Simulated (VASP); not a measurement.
HfN:

```
Hf N
1.0
     2.84374    0.00000    0.00000
     0.00000    2.84374    0.00000
     0.00000    0.00000    2.84374
Hf N
1 1
Direct
  0.50000 0.50000 0.50000
  0.00000 0.00000 0.00000
```

Program: VASP 6.6.1. Alike in all runs: task single point; no spin polarisation; cell as given; cutoff (eV) 520; smearing fermi-dirac 0.05 eV.

Task: Order these runs on this cell by their pressure, lowest first.
A. level LDA; potentials or basis VASP PAW LDA potentials, release 64 (Hf_pv, N); k mesh 9 × 9 × 9
B. level PBE0; potentials or basis VASP PAW PBE potentials, release 64 (Hf_pv, N); k mesh 5 × 5 × 5; grid for exact exchange (PRECFOCK) Normal
C. level PBE; potentials or basis VASP PAW PBE potentials, release 64 (Hf_pv, N); k mesh 9 × 9 × 9

Result: A (-20.5 GPa), B (-15.4 GPa), C (-6.8 GPa).

Caveats: some runs use coarse meshes; the PAW data sets were made with another functional, which shifts forces and pressure a little (some runs).
